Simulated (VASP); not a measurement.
Here is a VASP 6.6.1 calculation.

File INCAR:

```
SYSTEM = MoS2
PREC = Accurate ; ENCUT = 520
EDIFF = 1E-7 ; ISMEAR = 0
SIGMA = 0.02 ; LREAL = .False.
LASPH = .True. ; NELM = 60
ALGO = Normal ; ISIF = 2
LWAVE = .False. ; LCHARG = .False.
LDIPOL = .True. ; IDIPOL = 3
DIPOL = 0.5 0.5 0.322 ; GGA = CA
NBANDS = 35
```

Contents of KPOINTS:

```
Automatic mesh
0
Gamma
  12 12 1
  0 0 0
```

Contents of POSCAR:

```
MoS2
1.0
    3.1916000000      0.0000000000      0.0000000000
   -1.5958000000      2.7640066787      0.0000000000
    0.0000000000      0.0000000000     42.3539999998
S Mo
4 2
Direct
    0.6666666667      0.3333333333      0.2154377039
    0.6666666667      0.3333333333      0.2876524025
    0.3333333333      0.6666666667      0.3563717746
    0.3333333333      0.6666666667      0.4285864733
    0.3333333333      0.6666666667      0.2515089049
    0.6666666667      0.3333333333      0.3925152723
```

Potentials or basis: VASP PAW LDA potentials, release 64 (S, Mo_sv).

Run with:

```sh
$ cat potpaw_LDA.64/S/POTCAR potpaw_LDA.64/Mo_sv/POTCAR > POTCAR
$ mpirun -np 1 vasp_std > vasp.out
```

Q: Estimate the largest force.

A: 0.018 eV/Å.

Q: What does it give for the band gap on the k mesh?

A: 0.82 eV (least direct gap 1.56 eV).

Forces in eV/Å, atoms in the order of the input:
```
S    0.000  0.000 -0.018
S    0.000  0.000  0.015
S    0.000  0.000 -0.015
S    0.000  0.000  0.018
Mo   0.000  0.000 -0.001
Mo   0.000  0.000  0.001
```
